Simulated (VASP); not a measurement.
Li:

```
Li
1.0
    -1.75465    1.75465    1.75465
     1.75465   -1.75465    1.75465
     1.75465    1.75465   -1.75465
Li
1
Cartesian
  0.0000 0.0000 0.0000
```

```yaml
Program: VASP 6.6.1
Task: relaxation of cell and atoms
Functional: r2SCAN
Dispersion: D3(BJ)
Potentials_or_basis: VASP PAW PBE potentials, release 64 (Li_sv)
Cutoff: 600 eV
k_mesh: 11 × 11 × 11
Occupations: fermi-dirac, width 0.05 eV
Spin: no spin polarisation
```

At the start: pressure -1.0 GPa; volume 21.61 Å³/atom.

Problem. How do energy, volume and symmetry change on relaxing?

Solution. Over 6 steps the energy falls by 6.3 meV/atom and the volume is 19.22 Å³/atom (-11.1 %); space group Im-3m (No. 229, to 0.1 Å) before and after.

The path:
```tsv
step	energy change (eV)	largest force (eV/Å)	pressure (GPa)	volume (Å³)
1	0.0000	0.0000	-1.02	21.61
2	-0.0025	0.0000	-0.96	21.18
3	-0.0058	0.0000	-0.33	19.93
4	-0.0064	0.0000	-0.12	19.35
5	-0.0058	0.0000	0.25	18.97
6	-0.0063	0.0000	0.03	19.22
```

Final structure:
```yaml
crystal:
  lattice:
    - [-1.68742, 1.68742, 1.68742]
    - [1.68742, -1.68742, 1.68742]
    - [1.68742, 1.68742, -1.68742]
  atoms:
    - { symbol: Li, position: [0.00000, 0.00000, 0.00000] }
```

The cell as given is a measured one (21.61 Å³/atom); r2SCAN+D3(BJ) puts the equilibrium volume -11.1 % from it, thermal expansion not counted.

Caveat: the cutoff is under 1.25 times the usual one of these potentials, so pressure, stress and relaxed cells hold a basis-set (Pulay) error; the PAW data sets were made with another functional, which shifts forces and pressure a little.
